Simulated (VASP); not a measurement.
Fe:

```
Fe
1.0
     0.00000    1.94174    1.96511
     1.49844    0.00000    1.96511
     1.49844    1.94174    0.00000
Fe
1
Cartesian
  0.0000 0.0000 0.0000
```

```yaml
Program: VASP 6.6.1
Task: relaxation of cell and atoms
Functional: PBEsol
Dispersion: D3(BJ)
Potentials_or_basis: VASP PAW PBE potentials, release 64 (Fe)
Cutoff: 600 eV
k_mesh: 13 × 13 × 13
Occupations: fermi-dirac, width 0.05 eV
Spin: collinear spin, ferromagnetic start
Starting_moments: "[3.0] μB"
```

At the start: pressure -15.0 GPa; volume 11.44 Å³/atom.

Where does the relaxation end?

Over 13 steps the energy falls by 65.7 meV/atom and the volume is 10.54 Å³/atom (-7.8 %); space group I4/mmm (No. 139, to 0.1 Å) before, Im-3m (No. 229, to 0.1 Å); moment 2.03 μB per cell.

The path:
```tsv
step	energy change (eV)	largest force (eV/Å)	pressure (GPa)	volume (Å³)
1	0.0000	0.0000	-15.02	11.44
2	-0.0015	0.0000	23.56	9.75
3	-0.0508	0.0000	0.98	10.52
4	-0.0615	0.0000	1.23	10.49
5	-0.0650	0.0000	1.75	10.47
6	-0.0651	0.0000	1.92	10.46
7	-0.0646	0.0000	-2.73	10.67
8	-0.0657	0.0000	-0.13	10.55
9	-0.0657	0.0000	-0.24	10.55
10	-0.0657	0.0000	-0.06	10.54
11	-0.0657	0.0000	-0.07	10.54
12	-0.0657	0.0000	-0.09	10.54
13	-0.0657	0.0000	-0.02	10.54
```

Final structure:
```
CELL_PARAMETERS angstrom
0.00000 1.95225 1.95297
1.38260 0.00000 1.95297
1.38260 1.95225 0.00000
ATOMIC_POSITIONS crystal
Fe 0.00000 0.00000 0.00000
```

Caveat: the PAW data sets were made with another functional, which shifts forces and pressure a little.
